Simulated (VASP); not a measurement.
Wanted: the native input for a VASP 6.6.1 run.

```yaml
Task: single point
Functional: PBEsol
Potentials_or_basis: VASP PAW PBE potentials, release 64 (Mg)
Cutoff: 520 eV
k_mesh: 19 × 19 × 10
Occupations: fermi-dirac, width 0.1 eV
Spin: no spin polarisation
Dipole_correction: no
Further_INCAR_settings: ALGO = Normal; EDIFF = 1e-07; NBANDS = 9
```

The structure of Mg lies in POSCAR:

```
Mg
1.0
    3.1320506841      0.0000000000      0.0000000000
   -1.5660253420      2.7124354584      0.0000000000
    0.0000000000      0.0000000000      5.0846595659
Mg
2
Direct
    0.3333333333      0.6666666667      0.2500000000
    0.6666666667      0.3333333333      0.7500000000
```

The input as run:

INCAR

```
SYSTEM = Mg
  PREC = Accurate
  ENCUT = 520
  EDIFF = 1E-7
  ISMEAR = -1
  SIGMA = 0.1
  LREAL = .FALSE.
  LASPH = .TRUE.
  NELM = 80
  ALGO = Normal
  ISIF = 2
  LWAVE = .FALSE.
  LCHARG = .FALSE.
  GGA = PS
  NBANDS = 9
```

KPOINTS

```
regular mesh
0
G
  19 19 10
  0 0 0
```

Potentials or basis: VASP PAW PBE potentials, release 64 (Mg).

Run with:

```sh
$ cat potpaw_PBE.64/Mg/POTCAR > POTCAR
$ mpirun -np 1 vasp_std > vasp.out
```

It gave:

```json
{"Pressure": "1.7 GPa", "Band gap on the k mesh": "zero (bands 2 and 3 overlap by 2.19 eV)"}
```

Caveat: the PAW data sets were made with another functional, which shifts forces and pressure a little.

It took 73 s on 1 thread of Intel Xeon 8259CL, on a shared host, peak memory 0.23 GiB.
